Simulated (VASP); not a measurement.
Set up this calculation in VASP 6.6.1, as the native input.

```
Task                   : relaxation of cell and atoms
Functional             : PBEsol
Potentials or basis    : VASP PAW PBE potentials, release 64 (Mg, S)
Cutoff                 : 600 eV
k mesh                 : 12 × 12 × 12
Occupations            : fermi-dirac, width 0.08 eV
Spin                   : no spin polarisation
Dipole correction      : no
Further INCAR settings : ALGO = Normal; EDIFF = 1e-07; IBRION = 2; EDIFFG = -0.002; NSW = 100; ISIF = 3
```

The structure of MgS lies in POSCAR:

```
MgS
1.0
    2.6016500000      2.6016500000      0.0000000000
   -2.6016500000      2.6016500000      0.0000000000
    0.0000000000      2.6016500000      2.6016500000
Mg S
1 1
Direct
    0.0000000000      0.0000000000      0.0000000000
    0.5000000000      0.5000000000      0.0000000000
```

One way to write it, as run:

INCAR

```
SYSTEM = MgS
ALGO = Normal
EDIFF = 1E-7
EDIFFG = -0.002
ENCUT = 600
GGA = PS
IBRION = 2
ISIF = 3
ISMEAR = -1
LASPH = .True.
LCHARG = .False.
LREAL = .False.
LWAVE = .False.
NELM = 60
NSW = 100
PREC = Accurate
SIGMA = 0.08
```

KPOINTS

```
k-points
0
Gamma
  12 12 12
  0 0 0
```

Potentials or basis: VASP PAW PBE potentials, release 64 (Mg, S).

Launch:

```sh
$ cat potpaw_PBE.64/Mg/POTCAR potpaw_PBE.64/S/POTCAR > POTCAR
$ mpirun -np 1 vasp_std > vasp.out
```

It gave:

```json
{"Relaxed volume": "17.36 Å³/atom", "Relaxed cell": "a = 3.662 Å, b = 3.662 Å, c = 3.662 Å, α = 60.00°, β = 60.00°, γ = 90.00°", "Space group after relaxing (to 0.05 Å)": "Fm-3m (No. 225)", "Energy gained by relaxing": "0.9 meV/atom", "Ionic steps": "3", "Pressure after relaxing": "0.0 GPa", "Band gap on the k mesh": "2.73 eV, indirect (least direct gap 3.71 eV)"}
```

Caveat: the PAW data sets were made with another functional, which shifts forces and pressure a little.

Run time: 37 s on 1 thread of Intel(R) Xeon(R) Platinum 8488C (Sapphire Rapids) (shared host), peak memory 0.19 GiB.
